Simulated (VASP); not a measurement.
Runs of VASP 6.6.1 on MgO. It takes space group Pm-3m (No. 221, cubic). The conventional cell has a = 2.623 Å, b = 2.623 Å, c = 2.623 Å, α = 90.00°, β = 90.00°, γ = 90.00°. Within 3.0 Å of Mg (site symmetry m-3m) lie 8 O at 2.27 Å and 6 Mg at 2.62 Å. O (site symmetry m-3m) has 8 Mg at 2.27 Å and 6 O at 2.62 Å within 3.0 Å. 

| task | level | potentials or basis | k mesh | cutoff (eV) | smearing | GW scheme | GW iterations | cutoff of the response function | frequency points | empty bands | gap on the mesh (eV) | pressure (GPa) |
| --- | --- | --- | --- | --- | --- | --- | --- | --- | --- | --- | --- | --- |
| single point | r2SCAN | VASP PAW PBE potentials, release 64 (Mg, O) | 6 × 6 × 6 | 660 | fermi-dirac 0.05 eV | - | - | - | - | - | 3.45 | -1.4 |
| single point | r2SCAN | VASP PAW PBE potentials, release 64 (Mg, O) | 6 × 6 × 6 | 660 | fermi-dirac 0.2 eV | - | - | - | - | - | 3.45 | -1.4 |
| single point | PBEsol | VASP PAW PBE potentials, release 64 (Mg, O) | 6 × 6 × 6 | 600 | gaussian 0.01 eV | - | - | - | - | - | (a) | 1.0 |
| single point | r2SCAN | VASP PAW PBE potentials, release 64 (Mg, O) | 6 × 6 × 6 | 660 | methfessel-paxton 0.05 eV | - | - | - | - | - | 3.45 | -1.4 |
| single point | r2SCAN | VASP PAW PBE potentials, release 64 (Mg, O) | 6 × 6 × 6 | 660 | gaussian 0.2 eV | - | - | - | - | - | 3.45 | -1.4 |
| single point | PBE | VASP PAW PBE potentials, release 64 (Mg, O) | 4 × 4 × 4 | 600 | gaussian 0.01 eV | - | - | - | - | - | 2.59 | 5.3 |

Alike in all rows: no spin polarisation; cell as given.

Q: Fill in the values left out.

A: (a) 2.57.

Caveats: some runs use coarse meshes; the PAW data sets were made with another functional, which shifts forces and pressure a little (some runs).

A k mesh can miss the band edges.
